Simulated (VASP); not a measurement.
# Ge (Cmmm) in VASP: notebook

Ge is run at these levels: PBEsol; tasks: single point.

Program: VASP 6.6.1. These are calculated values, not measurements. Logs are shortened: lines on timing, memory, paths and dates and some standing lists are left out, and cuts for length are marked.

### 1 The cell of the first run

The structure is orthorhombic, space group Cmmm (No. 65). The conventional cell has a = 2.655 Å, b = 4.941 Å, c = 2.698 Å, α = 90.00°, β = 90.00°, γ = 90.00°. Within 3.5 Å of Ge (site symmetry mmm) lie 8 Ge at 2.65 to 2.80 Å.

### 2 Single point, PBEsol (strain -0.050 along x and y, +0.000 along z)

Input file INCAR:

```
ALGO = Normal ; EDIFF = 1E-7
ENCUT = 520 ; GGA = PS
ISIF = 2 ; ISMEAR = 0
LASPH = True ; LCHARG = True
LELF = True ; LREAL = False
LVHAR = True ; LWAVE = False
NBANDS = 13 ; NELM = 60
PREC = Accurate ; SIGMA = 0.15
```

Input file KPOINTS:

```
k-points
0
Gamma
  20 20 18
```

Input file POSCAR:

```
Ge
1.0
    1.3272915500     -2.4704902000      0.0000000000
    1.3272915500      2.4704902000      0.0000000000
    0.0000000000      0.0000000000      2.6982310000
Ge
1
Direct
    0.5000000000      0.5000000000      0.0000000000
```

Potentials or basis: VASP PAW PBE potentials, release 64 (Ge_d).

Command:

```bash
> cat potpaw_PBE.64/Ge_d/POTCAR > POTCAR
> mpirun -np 1 vasp_std > vasp.out
```

OUTCAR:

```text
EDIFF = 1E-7
   ENCUT = 520
   GGA = PS
   ISIF = 2
   ISMEAR = 0
   LASPH = True
   LREAL = False
   NELM = 60
   PREC = Accurate

 ion  position               nearest neighbor table
   1  0.500  0.500  0.000-

  LATTYP: Found a base centered orthorhombic cell.
 ALAT       =     2.6545831000
 B/A-ratio  =     1.8613018368
 C/A-ratio  =     1.0164424689

  Lattice vectors:

 A1 = (   1.3272915500,  -2.4704902000,   0.0000000000)
 A2 = (   1.3272915500,   2.4704902000,   0.0000000000)
 A3 = (   0.0000000000,   0.0000000000,   2.6982310000)

Analysis of symmetry for initial positions (statically):
=====================================================================
 Subroutine PRICEL returns:
 Original cell was already a primitive cell.

 Routine SETGRP: Setting up the symmetry group for a
 base centered orthorhombic supercell.

 Subroutine GETGRP returns: Found  8 space group operations
 (whereof  8 operations were pure point group operations)
 out of a pool of  8 trial point group operations.

The static configuration has the point symmetry D_2h.

Analysis of symmetry for dynamics (positions and initial velocities):
=====================================================================
 Subroutine PRICEL returns:
 Original cell was already a primitive cell.

 Routine SETGRP: Setting up the symmetry group for a
 base centered orthorhombic supercell.

 Subroutine GETGRP returns: Found  8 space group operations
 (whereof  8 operations were pure point group operations)
 out of a pool of  8 trial point group operations.

The dynamic configuration has the point symmetry D_2h.

 Subroutine INISYM returns: Found  8 space group operations
 (whereof  8 operations are pure point group operations),
 and found     1 'primitive' translations

----------------------------------------------------------------------------------------

                                     Primitive cell

  volume of cell :      17.6953

  direct lattice vectors                    reciprocal lattice vectors
     1.327291550 -2.470490200  0.000000000     0.376706986 -0.202388983  0.000000000
     1.327291550  2.470490200  0.000000000     0.376706986  0.202388983  0.000000000
     0.000000000  0.000000000  2.698231000     0.000000000  0.000000000  0.370613191

  length of vectors
     2.804465134  2.804465134  2.698231000     0.427632382  0.427632382  0.370613191

  position of ions in fractional coordinates (direct lattice)
     0.500000000  0.500000000  0.000000000

  ion indices of the primitive-cell ions
   primitive index   ion index
                 1           1

----------------------------------------------------------------------------------------

 KPOINTS: k-points

Automatic generation of k-mesh.
 Grid dimensions read from file:
 generate k-points for:   20   20   18

 Generating k-lattice:

  Cartesian coordinates                     Fractional coordinates (reciprocal lattice)
     0.018835349 -0.010119449  0.000000000     0.050000000  0.000000000  0.000000000
     0.018835349  0.010119449  0.000000000     0.000000000  0.050000000  0.000000000
     0.000000000  0.000000000  0.020589622     0.000000000  0.000000000  0.055555556

  Length of vectors
     0.021381619  0.021381619  0.020589622

  Shift w.r.t. Gamma in fractional coordinates (k-lattice)
     0.000000000  0.000000000  0.000000000

 Subroutine IBZKPT returns following result:
 ===========================================

 Found   1110 irreducible k-points:

 Following reciprocal coordinates:
            Coordinates               Weight
  0.000000  0.000000  0.000000      1.000000
  0.050000  0.000000  0.000000      4.000000
  0.100000  0.000000  0.000000      4.000000
  0.150000  0.000000  0.000000      4.000000
  0.200000  0.000000  0.000000      4.000000
  0.250000  0.000000  0.000000      4.000000
[... 16 lines left out ...]
 -0.400000  0.050000  0.000000      4.000000
 -0.350000  0.050000  0.000000      4.000000
 [... further k-points ...]
   k-points           NKPTS =   1110   k-points in BZ     NKDIM =   1110   number of bands    NBANDS=     13
   number of dos      NEDOS =    301   number of ions     NIONS =      1
   total plane-waves  NPLWV =  11520
   dimension x,y,z NGX =    24 NGY =   24 NGZ =   20
   dimension x,y,z NGXF=    48 NGYF=   48 NGZF=   40
   ions per type =               1
   NGX,Y,Z   is equivalent  to a cutoff of  14.23, 14.23, 12.32 a.u.
   NGXF,Y,Z  is equivalent  to a cutoff of  28.45, 28.45, 24.65 a.u.
 SYSTEM =  unknown system
   PREC   = accura    normal or accurate (medium, high low for compatibility)
   ISTART =      0    job   : 0-new  1-cont  2-samecut
   ICHARG =      2    charge: 1-file 2-atom 10-const
   ISPIN  =      1    spin polarized calculation?
   LNONCOLLINEAR =      F non collinear calculations
   LSORBIT =      F    spin-orbit coupling
   LASPH  =      T    aspherical Exc in radial PAW
   ENCUT  =  520.0 eV  38.22 Ry    6.18 a.u.   5.21  5.21  5.02*2*pi/ulx,y,z
   NELM   =     60;   NELMIN=  2; NELMDL= -5     # of ELM steps
   EDIFF  = 0.1E-06   stopping-criterion for ELM
   LREAL  =      F    real-space projection
   EDIFFG = 0.1E-05   stopping-criterion for IOM
   NSW    =      0    number of steps for IOM
   IBRION =     -1    ionic relax: 0-MD 1-quasi-New 2-CG
   NFREE  =      0    steps in history (QN), initial steepest desc. (CG)
   ISIF   =      2    stress and relaxation
   ISYM   =      2    0-nonsym 1-usesym 2-fastsym
   POTIM  = 0.5000    time-step for ionic-motion
   TEBEG  =    0.0;   TEEND  =   0.0 temperature during run
   PSTRESS=    0.0 pullay stress
   NELECT =      14.0000    total number of electrons
   NUPDOWN=      -1.0000    fix difference up-down
   EMIN   =  10.00;   EMAX   =-10.00  energy-range for DOS
   EFERMI =   0.00;   METHOD = LEGACY
   ISMEAR =     0;   SIGMA  =   0.15  broadening in eV -4-tet -1-fermi 0-gaus
   EFERMI_NEDOS =   21; number of points for ismear=-14 and -15
   IALGO  =     38    algorithm
   IMIX   =      4    mixing-type and parameters
     AMIX     =   0.40;   BMIX     =  1.00
     AMIX_MAG =   1.60;   BMIX_MAG =  1.00
  volume/ion in A,a.u.               =      17.70       119.41
  Fermi-wavevector in a.u.,A,eV,Ry     =   1.514135  2.861301 31.192789  2.292605
  Thomas-Fermi vector in A             =   2.623833
   LORBIT       =      0    0 simple, 1 ext, 2 COOP (PROOUT), +10 PAW based schemes
   GGA     = PS    functional components
   LHFCALC =     F    Hartree Fock is set to
   AEXX    =    0.0000 exact exchange contribution
   IVDW    =     0    specifies the selected vdW correction
   LEPSILON=     F    determine dielectric tensor
   LRPA    =     F    only Hartree local field effects (RPA)
 non-spin polarized calculation
 Gauss-broadening in eV      SIGMA  =   0.15
  energy-cutoff  :      520.00
  volume of cell :       17.70
 maximum number of plane-waves:       486
 NGX is ok and might be reduce to    24
   NGX = 11   NGY = 11   NGZ = 11

 number of electron      14.0000000 magnetization

 Free energy of the ion-electron system (eV)
  ---------------------------------------------------
  ext. energy  EPLUGINS =         0.00000000
  ---------------------------------------------------
  free energy    TOTEN  =        -4.72033568 eV

  energy without entropy =       -4.71601352  energy(sigma->0) =       -4.71817460

 E-fermi :   7.2025     XC(G=0): -11.7025

 val. band max:        7.2016284676   @ k =   0.4500   0.0000   0.3889
 cond. band min:       7.2039681185   @ k =   0.3000   0.2000   0.5000
 fundamental gap:      0.0023396509
 Fermi energy:         7.2024880866

 k-point     1 :       0.0000    0.0000    0.0000
  band No.  band energies     occupation
      1     -17.5421      2.00000
      2     -17.4834      2.00000
      3     -17.4078      2.00000
      4     -17.2786      2.00000
      5     -17.2573      2.00000
      6      -6.5734      2.00000
      7      13.0366      0.00000
      8      15.8962      0.00000
      9      16.8285      0.00000
     10      17.7007      0.00000
     11      20.9460      0.00000
     12      23.6498      0.00000
     13      23.6889      0.00000

 k-point     2 :       0.0500    0.0000    0.0000
  band No.  band energies     occupation
      1     -17.5386      2.00000
      2     -17.4798      2.00000
      3     -17.4085      2.00000
      4     -17.2793      2.00000
      5     -17.2594      2.00000
      6      -6.5050      2.00000
      7      13.1061      0.00000
      8      15.5567      0.00000
      9      16.5750      0.00000
     10      17.4207      0.00000
     11      21.0736      0.00000
     12      22.1927      0.00000
     13      24.6266      0.00000

 k-point     3 :       0.1000    0.0000    0.0000
  band No.  band energies     occupation
      1     -17.5292      2.00000
      2     -17.4696      2.00000
      3     -17.4096      2.00000
      4     -17.2814      2.00000
      5     -17.2652      2.00000
      6      -6.2995      2.00000
      7      13.3135      0.00000
      8      14.5900      0.00000
      9      15.4815      0.00000
     10      17.4400      0.00000
     11      20.2691      0.00000
     12      22.5890      0.00000
     13      25.8090      0.00000
[... 305 lines left out ...]
 k-point    23 :      -0.4000    0.0500    0.0000
  band No.  band energies     occupation
      1     -17.5147      2.00000
      2     -17.4050      2.00000
      3     -17.3362      2.00000
      4     -17.2967      2.00000
      5     -17.2931      2.00000
      6      -2.7353      2.00000
      7       4.5678      2.00000
      8      10.9386      0.00000
      9      16.5459      0.00000
     10      16.8944      0.00000
     11      20.9654      0.00000
     12      25.7542      0.00000
     13      27.1944      0.00000

 k-point    24 :      -0.3500    0.0500    0.0000
  band No.  band energies     occupation
      1     -17.5072      2.00000
      2     -17.4192      2.00000
      3     -17.3252      2.00000
      4     -17.3223      2.00000
      5     -17.2900      2.00000
      6      -3.6774      2.00000
      7       6.3056      2.00000
      8      11.2668      0.00000
      9      15.7744      0.00000
     10      17.3280      0.00000
     11      20.1775      0.00000
     12      27.2679      0.00000
     13      28.5430      0.00000

 [... further k-points ...]

------------------------ aborting loop because EDIFF is reached ----------------------------------------

  FORCE on cell =-STRESS in cart. coord.  units (eV):
  Direction    XX          YY          ZZ          XY          YZ          ZX
  --------------------------------------------------------------------------------------
  -------------------------------------------------------------------------------------
  Total        1.0378416      0.6113367     -0.3293042      0.0000000      0.0000000      0.0000000
  in kB       93.9686715     55.3518867    -29.8159877      0.0000000      0.0000000      0.0000000
  external PRESSURE =      39.8348568 kB  Pullay stress =       0.0000000 kB

 VOLUME and BASIS-vectors are now :
 -----------------------------------------------------------------------------
  energy-cutoff  :      520.00
  volume of cell :       17.70
      direct lattice vectors                 reciprocal lattice vectors
     1.327291550 -2.470490200  0.000000000     0.376706986 -0.202388983  0.000000000
     1.327291550  2.470490200  0.000000000     0.376706986  0.202388983  0.000000000
     0.000000000  0.000000000  2.698231000     0.000000000  0.000000000  0.370613191

 POSITION                                       TOTAL-FORCE (eV/Angst)
 -----------------------------------------------------------------------------------
      1.32729      0.00000      0.00000        -0.000000      0.000000      0.000000
 -----------------------------------------------------------------------------------
    total drift:                               -0.000000     -0.000000     -0.000000

  FREE ENERGIE OF THE ION-ELECTRON SYSTEM (eV)
  ---------------------------------------------------
  free  energy   TOTEN  =        -4.7203356791 eV

  energy  without entropy=       -4.7160135208  energy(sigma->0) =       -4.71817460
```

Run time: 53 s. Hardware: 1 thread of Intel Xeon 6975P-C (Granite Rapids), shared host; peak memory 0.33 GiB.

What came out:

```yaml
Free_energy: -4.7203 eV
Pressure: 4.0 GPa
Band_gap_on_the_k_mesh: zero (bands 7 and 8 overlap by 9.50 eV)
```

Stress tensor (GPa, compression positive):
```
 9.40  0.00  0.00
 0.00  5.54  0.00
 0.00  0.00 -2.98
```

Caveat: the cell differs from its parent crystal (strain -0.050 along x and y, +0.000 along z); the cell stands under pressure; the PAW data sets were made with another functional, which shifts forces and pressure a little.

### 3 Single point, PBEsol (strain -0.050 along x and y, +0.025 along z)

Input file INCAR:

```
SYSTEM = Ge
  PREC = Accurate
  ENCUT = 520
  EDIFF = 1E-6
  ISMEAR = 0
  SIGMA = 0.15
  LREAL = .False.
  LASPH = .True.
  NELM = 80
  ALGO = Normal
  ISIF = 2
  LWAVE = .False.
  LCHARG = .True.
  GGA = PS
  LELF = .True.
  LVHAR = .True.
  NBANDS = 13
```

Input file KPOINTS:

```
Automatic mesh
0
Gamma
  20 20 18
  0 0 0
```

Edit POSCAR of step 2 so:

```diff
@@ -4,3 +4,3 @@
     1.3272915500      2.4704902000      0.0000000000
-    0.0000000000      0.0000000000      2.6982310000
+    0.0000000000      0.0000000000      2.7656867750
 Ge
```

Potentials or basis: VASP PAW PBE potentials, release 64 (Ge_d).

Command:

```bash
> cat potpaw_PBE.64/Ge_d/POTCAR > POTCAR
> mpirun -np 1 vasp_std > vasp.out
```

Wall time 59 s (1 thread of Intel Xeon 6975P-C (Granite Rapids), shared host); peak memory 0.34 GiB.

The run converged. Its results:

| Item | Value |
| --- | --- |
| Free energy | -4.7067 eV |
| Pressure | 2.2 GPa |
| Band gap on the k mesh | zero (bands 7 and 8 overlap by 8.74 eV) |

Stress tensor (GPa, compression positive):
```
 8.68  0.00  0.00
 0.00  4.83  0.00
 0.00  0.00 -6.97
```

Levels at points of the mesh, in eV from the Fermi level:
```csv
k point,band 4,band 5,band 6,band 7,band 8,band 9,band 10,band 11
"(0.00, 0.00, 0.00)",-24.48,-24.46,-13.58,5.11,8.88,9.02,10.69,13.88
"(0.50, 0.00, 0.00)",-24.49,-24.45,-7.40,-5.75,4.41,8.45,9.90,15.35
"(0.50, 0.50, 0.00)",-24.47,-24.46,-8.41,-6.03,6.46,9.11,10.30,14.98
"(0.00, 0.00, 0.50)",-24.53,-24.50,-10.25,-6.23,11.38,13.21,17.01,17.95
"(0.50, 0.00, 0.50)",-24.46,-24.38,-3.67,-3.12,-1.23,3.46,6.91,12.29
"(0.50, 0.50, 0.50)",-24.46,-24.41,-4.80,-3.33,-2.00,3.00,8.98,14.36
```

Caveat: the cell differs from its parent crystal (strain -0.050 along x and y, +0.025 along z); the PAW data sets were made with another functional, which shifts forces and pressure a little.
